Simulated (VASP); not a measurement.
# ZnO2 (Pa-3) in VASP: notebook

ZnO2 is run at these levels: PBEsol; tasks: single point.

Program: VASP 6.6.1. These are calculated values, not measurements. Logs are shortened: lines on timing, memory, paths and dates and some standing lists are left out, and cuts for length are marked.

### 1 The cell of the first run

Symmetry: Pa-3, No. 205, cubic system. Conventional cell: a = 4.920 Å, b = 4.920 Å, c = 4.920 Å, α = 90.00°, β = 90.00°, γ = 90.00°. Zn (site symmetry -3) has 6 O at 2.12 Å within 2.8 Å. Within 2.0 Å of O (site symmetry 3) lie 1 O at 1.49 Å.

### 2 Single point, PBEsol (9.92 Å³/atom)

Input file INCAR:

```
SYSTEM = ZnO2
ALGO = Normal
EDIFF = 1E-6
ENCUT = 600
GGA = PS
GGA_COMPAT = .False.
ISIF = 2
ISMEAR = 0
LASPH = .True.
LCHARG = .True.
LELF = .True.
LREAL = .False.
LVHAR = .True.
LWAVE = .False.
NBANDS = 60
NELM = 120
PREC = Accurate
SIGMA = 0.05
```

Input file KPOINTS:

```
k-points
0
Gamma
  6 6 6
  0 0 0
```

Input file POSCAR:

```
ZnO2
1.0
    4.9197316266      0.0000000000      0.0000000000
    0.0000000000      4.9197316266      0.0000000000
    0.0000000000      0.0000000000      4.9197316266
Zn O
4 8
Direct
    0.0000000000      0.5000000000      0.5000000000
    0.5000000000      0.5000000000      0.0000000000
    0.5000000000      0.0000000000      0.5000000000
    0.0000000000      0.0000000000      0.0000000000
    0.4125424092      0.0874575908      0.9125424092
    0.0874575908      0.9125424092      0.4125424092
    0.9125424092      0.4125424092      0.0874575908
    0.5874575908      0.5874575908      0.5874575908
    0.4125424092      0.4125424092      0.4125424092
    0.0874575908      0.5874575908      0.9125424092
    0.9125424092      0.0874575908      0.5874575908
    0.5874575908      0.9125424092      0.0874575908
```

Potentials or basis: VASP PAW PBE potentials, release 64 (Zn, O).

Command:

```sh
$ cat potpaw_PBE.64/Zn/POTCAR potpaw_PBE.64/O/POTCAR > POTCAR
$ mpirun -np 1 vasp_std > vasp.out
```

OUTCAR:

```text
SYSTEM = ZnO2
   EDIFF = 1E-6
   ENCUT = 600
   GGA = PS
   ISIF = 2
   ISMEAR = 0
   LASPH = .True.
   LREAL = .False.
   NELM = 120
   PREC = Accurate

 ion  position               nearest neighbor table
   1  0.000  0.500  0.500-   7 2.12  10 2.12   8 2.12   9 2.12   6 2.12  11 2.12
   2  0.500  0.500  0.000-   8 2.12   9 2.12   5 2.12   7 2.12  10 2.12  12 2.12
   3  0.500  0.000  0.500-   5 2.12  12 2.12   8 2.12   9 2.12  11 2.12   6 2.12
   4  0.000  0.000  0.000-   6 2.12  11 2.12   7 2.12  10 2.12   5 2.12  12 2.12
   5  0.413  0.087  0.913-  12 1.49   3 2.12   4 2.12   2 2.12
   6  0.087  0.913  0.413-  11 1.49   4 2.12   1 2.12   3 2.12
   7  0.913  0.413  0.087-  10 1.49   1 2.12   4 2.12   2 2.12
   8  0.587  0.587  0.587-   9 1.49   2 2.12   3 2.12   1 2.12
   9  0.413  0.413  0.413-   8 1.49   2 2.12   3 2.12   1 2.12
  10  0.087  0.587  0.913-   7 1.49   1 2.12   4 2.12   2 2.12
  11  0.913  0.087  0.587-   6 1.49   4 2.12   1 2.12   3 2.12
  12  0.587  0.913  0.087-   5 1.49   3 2.12   4 2.12   2 2.12

  LATTYP: Found a simple cubic cell.
 ALAT       =     4.9197316266

  Lattice vectors:

 A1 = (   4.9197316266,   0.0000000000,   0.0000000000)
 A2 = (   0.0000000000,   4.9197316266,   0.0000000000)
 A3 = (   0.0000000000,   0.0000000000,   4.9197316266)

Analysis of symmetry for initial positions (statically):
=====================================================================
 Subroutine PRICEL returns:
 Original cell was already a primitive cell.

 Routine SETGRP: Setting up the symmetry group for a
 simple cubic supercell.

 Subroutine GETGRP returns: Found 24 space group operations
 (whereof  6 operations were pure point group operations)
 out of a pool of 48 trial point group operations.

The static configuration has the point symmetry S_6 .
 The point group associated with its full space group is T_h .

Analysis of symmetry for dynamics (positions and initial velocities):
=====================================================================
 Subroutine PRICEL returns:
 Original cell was already a primitive cell.

 Routine SETGRP: Setting up the symmetry group for a
 simple cubic supercell.

 Subroutine GETGRP returns: Found 24 space group operations
 (whereof  6 operations were pure point group operations)
 out of a pool of 48 trial point group operations.

The dynamic configuration has the point symmetry S_6 .
 The point group associated with its full space group is T_h .

 Subroutine INISYM returns: Found 24 space group operations
 (whereof  6 operations are pure point group operations),
 and found     1 'primitive' translations

----------------------------------------------------------------------------------------

                                     Primitive cell

  volume of cell :     119.0760

  direct lattice vectors                    reciprocal lattice vectors
     4.919731627  0.000000000  0.000000000     0.203263120  0.000000000  0.000000000
     0.000000000  4.919731627  0.000000000     0.000000000  0.203263120  0.000000000
     0.000000000  0.000000000  4.919731627     0.000000000  0.000000000  0.203263120

  length of vectors
     4.919731627  4.919731627  4.919731627     0.203263120  0.203263120  0.203263120

  position of ions in fractional coordinates (direct lattice)
     0.000000000  0.500000000  0.500000000
     0.500000000  0.500000000  0.000000000
     0.500000000  0.000000000  0.500000000
     0.000000000  0.000000000  0.000000000
     0.412542409  0.087457591  0.912542409
     0.087457591  0.912542409  0.412542409
     0.912542409  0.412542409  0.087457591
     0.587457591  0.587457591  0.587457591
     0.412542409  0.412542409  0.412542409
     0.087457591  0.587457591  0.912542409
     0.912542409  0.087457591  0.587457591
     0.587457591  0.912542409  0.087457591

  ion indices of the primitive-cell ions
   primitive index   ion index
                 1           1
                 2           2
                 3           3
                 4           4
                 5           5
                 6           6
                 7           7
                 8           8
                 9           9
                10          10
                11          11
                12          12

----------------------------------------------------------------------------------------

 KPOINTS: k-points

Automatic generation of k-mesh.
 Grid dimensions read from file:
 generate k-points for:    6    6    6

 Generating k-lattice:

  Cartesian coordinates                     Fractional coordinates (reciprocal lattice)
     0.033877187  0.000000000  0.000000000     0.166666667  0.000000000  0.000000000
     0.000000000  0.033877187  0.000000000     0.000000000  0.166666667  0.000000000
     0.000000000  0.000000000  0.033877187     0.000000000  0.000000000  0.166666667

  Length of vectors
     0.033877187  0.033877187  0.033877187

  Shift w.r.t. Gamma in fractional coordinates (k-lattice)
     0.000000000  0.000000000  0.000000000

 Subroutine IBZKPT returns following result:
 ===========================================

 Found     24 irreducible k-points:

 Following reciprocal coordinates:
            Coordinates               Weight
  0.000000  0.000000  0.000000      1.000000
  0.166667  0.000000  0.000000      6.000000
  0.333333  0.000000  0.000000      6.000000
  0.500000  0.000000  0.000000      3.000000
  0.166667  0.166667  0.000000     12.000000
  0.333333  0.166667  0.000000     12.000000
[... 16 lines left out ...]
  0.500000  0.500000  0.333333      6.000000
  0.500000  0.500000  0.500000      1.000000
   k-points           NKPTS =     24   k-points in BZ     NKDIM =     24   number of bands    NBANDS=     60
   number of dos      NEDOS =    301   number of ions     NIONS =     12
   total plane-waves  NPLWV =  64000
   dimension x,y,z NGX =    40 NGY =   40 NGZ =   40
   dimension x,y,z NGXF=    80 NGYF=   80 NGZF=   80
   ions per type =               4   8
   NGX,Y,Z   is equivalent  to a cutoff of  13.52, 13.52, 13.52 a.u.
   NGXF,Y,Z  is equivalent  to a cutoff of  27.03, 27.03, 27.03 a.u.
 SYSTEM =  ZnO2
   PREC   = accura    normal or accurate (medium, high low for compatibility)
   ISTART =      0    job   : 0-new  1-cont  2-samecut
   ICHARG =      2    charge: 1-file 2-atom 10-const
   ISPIN  =      1    spin polarized calculation?
   LNONCOLLINEAR =      F non collinear calculations
   LSORBIT =      F    spin-orbit coupling
   LASPH  =      T    aspherical Exc in radial PAW
   ENCUT  =  600.0 eV  44.10 Ry    6.64 a.u.   9.83  9.83  9.83*2*pi/ulx,y,z
   NELM   =    120;   NELMIN=  2; NELMDL= -5     # of ELM steps
   EDIFF  = 0.1E-05   stopping-criterion for ELM
   LREAL  =      F    real-space projection
   EDIFFG = 0.1E-04   stopping-criterion for IOM
   NSW    =      0    number of steps for IOM
   IBRION =     -1    ionic relax: 0-MD 1-quasi-New 2-CG
   NFREE  =      0    steps in history (QN), initial steepest desc. (CG)
   ISIF   =      2    stress and relaxation
   ISYM   =      2    0-nonsym 1-usesym 2-fastsym
   POTIM  = 0.5000    time-step for ionic-motion
   TEBEG  =    0.0;   TEEND  =   0.0 temperature during run
   PSTRESS=    0.0 pullay stress
   NELECT =      96.0000    total number of electrons
   NUPDOWN=      -1.0000    fix difference up-down
   EMIN   =  10.00;   EMAX   =-10.00  energy-range for DOS
   EFERMI =   0.00;   METHOD = LEGACY
   ISMEAR =     0;   SIGMA  =   0.05  broadening in eV -4-tet -1-fermi 0-gaus
   EFERMI_NEDOS =   21; number of points for ismear=-14 and -15
   IALGO  =     38    algorithm
   IMIX   =      4    mixing-type and parameters
     AMIX     =   0.40;   BMIX     =  1.00
     AMIX_MAG =   1.60;   BMIX_MAG =  1.00
  volume/ion in A,a.u.               =       9.92        66.96
  Fermi-wavevector in a.u.,A,eV,Ry     =   1.523669  2.879316 31.586820  2.321566
  Thomas-Fermi vector in A             =   2.632080
   LORBIT       =      0    0 simple, 1 ext, 2 COOP (PROOUT), +10 PAW based schemes
   GGA     = PS    functional components
   LHFCALC =     F    Hartree Fock is set to
   AEXX    =    0.0000 exact exchange contribution
   IVDW    =     0    specifies the selected vdW correction
   LEPSILON=     F    determine dielectric tensor
   LRPA    =     F    only Hartree local field effects (RPA)
 non-spin polarized calculation
 Gauss-broadening in eV      SIGMA  =   0.05
  energy-cutoff  :      600.00
  volume of cell :      119.08
 maximum number of plane-waves:      4012
   NGX = 19   NGY = 19   NGZ = 19

 number of electron      95.9999923 magnetization

 Free energy of the ion-electron system (eV)
  ---------------------------------------------------
  ext. energy  EPLUGINS =         0.00000000
  ---------------------------------------------------
  free energy    TOTEN  =       -57.45411746 eV

  energy without entropy =      -57.45411746  energy(sigma->0) =      -57.45411746

 E-fermi :   3.0733     XC(G=0): -11.7688

 val. band max:        2.7925808715   @ k =   0.0000   0.0000   0.0000
 cond. band min:       4.8970545160   @ k =   0.1667   0.1667   0.1667
 fundamental gap:      2.1044736445
 Fermi energy:         3.0733202949

 k-point     1 :       0.0000    0.0000    0.0000
  band No.  band energies     occupation
      1     -19.5731      2.00000
      2     -18.8436      2.00000
      3     -18.8436      2.00000
      4     -18.8436      2.00000
      5     -13.1067      2.00000
      6     -13.1067      2.00000
[... 52 lines left out ...]
     59      12.6830      0.00000
     60      13.9048      0.00000

 k-point     2 :       0.1667    0.0000    0.0000
  band No.  band energies     occupation
      1     -19.5241      2.00000
      2     -18.8914      2.00000
      3     -18.8371      2.00000
      4     -18.8370      2.00000
      5     -13.1186      2.00000
      6     -13.1137      2.00000
[... 52 lines left out ...]
     59      12.6868      0.00000
     60      12.8438      0.00000

 k-point     3 :       0.3333    0.0000    0.0000
  band No.  band energies     occupation
      1     -19.3900      2.00000
      2     -19.0236      2.00000
      3     -18.8240      2.00000
      4     -18.8239      2.00000
      5     -13.1387      2.00000
      6     -13.1304      2.00000
[... 1312 lines left out ...]
     59      10.1972      0.00000
     60      10.1972      0.00000

 k-point    24 :       0.5000    0.5000    0.5000
  band No.  band energies     occupation
      1     -18.9569      2.00000
      2     -18.9569      2.00000
      3     -18.9569      2.00000
      4     -18.9569      2.00000
      5     -13.2607      2.00000
      6     -13.2607      2.00000
[... 52 lines left out ...]
     59       9.6594      0.00000
     60       9.6594      0.00000

------------------------ aborting loop because EDIFF is reached ----------------------------------------

  FORCE on cell =-STRESS in cart. coord.  units (eV):
  Direction    XX          YY          ZZ          XY          YZ          ZX
  --------------------------------------------------------------------------------------
  -------------------------------------------------------------------------------------
  Total       -3.0715592     -3.0715592     -3.0715592     -0.0000000      0.0000000      0.0000000
  in kB      -41.3280803    -41.3280803    -41.3280803     -0.0000000      0.0000000      0.0000000
  external PRESSURE =     -41.3280803 kB  Pullay stress =       0.0000000 kB

 VOLUME and BASIS-vectors are now :
 -----------------------------------------------------------------------------
  energy-cutoff  :      600.00
  volume of cell :      119.08
      direct lattice vectors                 reciprocal lattice vectors
     4.919731627  0.000000000  0.000000000     0.203263120  0.000000000  0.000000000
     0.000000000  4.919731627  0.000000000     0.000000000  0.203263120  0.000000000
     0.000000000  0.000000000  4.919731627     0.000000000  0.000000000  0.203263120

 POSITION                                       TOTAL-FORCE (eV/Angst)
 -----------------------------------------------------------------------------------
      0.00000      2.45987      2.45987         0.000000      0.000000      0.000000
      2.45987      2.45987      0.00000         0.000000      0.000000      0.000000
      2.45987      0.00000      2.45987         0.000000      0.000000      0.000000
      0.00000      0.00000      0.00000         0.000000      0.000000      0.000000
      2.02960      0.43027      4.48946         0.022102     -0.022102      0.022102
      0.43027      4.48946      2.02960        -0.022102      0.022102      0.022102
      4.48946      2.02960      0.43027         0.022102      0.022102     -0.022102
      2.89013      2.89013      2.89013        -0.022102     -0.022102     -0.022102
      2.02960      2.02960      2.02960         0.022102      0.022102      0.022102
      0.43027      2.89013      4.48946        -0.022102     -0.022102      0.022102
      4.48946      0.43027      2.89013         0.022102     -0.022102     -0.022102
      2.89013      4.48946      0.43027        -0.022102      0.022102     -0.022102
 -----------------------------------------------------------------------------------
    total drift:                               -0.000000      0.000000     -0.000000

  FREE ENERGIE OF THE ION-ELECTRON SYSTEM (eV)
  ---------------------------------------------------
  free  energy   TOTEN  =       -57.4541174613 eV

  energy  without entropy=      -57.4541174613  energy(sigma->0) =      -57.45411746
```

Run time: 3.2 min. Hardware: 1 thread of Oxide Virtual Turin-like, shared host; peak memory 0.29 GiB.

What came out:

* Free energy: -57.4541 eV
* Pressure: -4.1 GPa
* Largest force: 0.038 eV/Å
* Band gap on the k mesh: 2.10 eV (least direct gap 2.25 eV)

Forces in eV/Å, atoms in the order of the input:
```
Zn   0.000  0.000  0.000
Zn   0.000  0.000  0.000
Zn   0.000  0.000  0.000
Zn   0.000  0.000  0.000
O    0.022 -0.022  0.022
O   -0.022  0.022  0.022
O    0.022  0.022 -0.022
O   -0.022 -0.022 -0.022
O    0.022  0.022  0.022
O   -0.022 -0.022  0.022
O    0.022 -0.022 -0.022
O   -0.022  0.022 -0.022
```

Levels at points of the mesh, in eV from the valence-band top:
```tsv
k point	band 45	band 46	band 47	band 48	band 49	band 50	band 51	band 52
(0.00, 0.00, 0.00)	-0.29	-0.29	0.00	0.00	2.74	3.15	3.15	3.15
(0.50, 0.00, 0.00)	-1.32	-1.32	-0.20	-0.20	2.37	2.37	3.17	3.17
(0.50, 0.50, 0.00)	-1.30	-1.30	-1.30	-1.30	2.84	2.84	2.84	2.84
(0.50, 0.50, 0.50)	-2.04	-2.04	-2.04	-2.04	3.40	3.40	3.40	3.40
```

Caveat: the cell stands under tension; the PAW data sets were made with another functional, which shifts forces and pressure a little.

### 3 Single point, PBEsol (10.08 Å³/atom)

This run uses another cell than the first one, of 10.08 Å³/atom.

Input file INCAR:

```
PREC = Accurate
ENCUT = 600
EDIFF = 1E-6
ISMEAR = 0
SIGMA = 0.05
LREAL = False
LASPH = True
NELM = 120
ALGO = Normal
ISIF = 2
LWAVE = False
LCHARG = False
GGA = PS
NBANDS = 60
GGA_COMPAT = False
```

Input file KPOINTS:

```
regular mesh
0
Gamma
  6 6 6
```

Edit POSCAR of step 2 so:

```diff
@@ -2,5 +2,5 @@
 1.0
-    4.9197316266      0.0000000000      0.0000000000
-    0.0000000000      4.9197316266      0.0000000000
-    0.0000000000      0.0000000000      4.9197316266
+    4.9450516819      0.0000000000      0.0000000000
+    0.0000000000      4.9450516819      0.0000000000
+    0.0000000000      0.0000000000      4.9450516819
 Zn O
```

Potentials or basis: VASP PAW PBE potentials, release 64 (Zn, O).

Command:

```sh
$ cat potpaw_PBE.64/Zn/POTCAR potpaw_PBE.64/O/POTCAR > POTCAR
$ mpirun -np 1 vasp_std > vasp.out
```

Wall time 3.3 min (1 thread of Oxide Virtual Turin-like, shared host); peak memory 0.29 GiB.

It converged, with:

| Property | Result |
| --- | --- |
| Free energy | -57.3980 eV |
| Pressure | -6.4 GPa |
| Largest force | 0.142 eV/Å |
| Band gap on the k mesh | 2.06 eV (least direct gap 2.20 eV) |

Forces on the atoms (eV/Å):
```
Zn   0.000  0.000  0.000
Zn   0.000  0.000  0.000
Zn   0.000  0.000  0.000
Zn   0.000  0.000  0.000
O    0.082 -0.082  0.082
O   -0.082  0.082  0.082
O    0.082  0.082 -0.082
O   -0.082 -0.082 -0.082
O    0.082  0.082  0.082
O   -0.082 -0.082  0.082
O    0.082 -0.082 -0.082
O   -0.082  0.082 -0.082
```

Levels at points of the mesh, in eV from the valence-band top:
| k point | band 46 | band 47 | band 48 | band 49 | band 50 | band 51 |
| --- | --- | --- | --- | --- | --- | --- |
| (0.00, 0.00, 0.00) | -0.28 | 0.00 | 0.00 | 2.66 | 3.10 | 3.10 |
| (0.50, 0.00, 0.00) | -1.30 | -0.19 | -0.19 | 2.33 | 2.33 | 3.12 |
| (0.50, 0.50, 0.00) | -1.27 | -1.27 | -1.27 | 2.79 | 2.79 | 2.79 |
| (0.50, 0.50, 0.50) | -1.98 | -1.98 | -1.98 | 3.34 | 3.34 | 3.34 |

Caveat: the cell stands under tension; the PAW data sets were made with another functional, which shifts forces and pressure a little. A k mesh can miss the band edges.
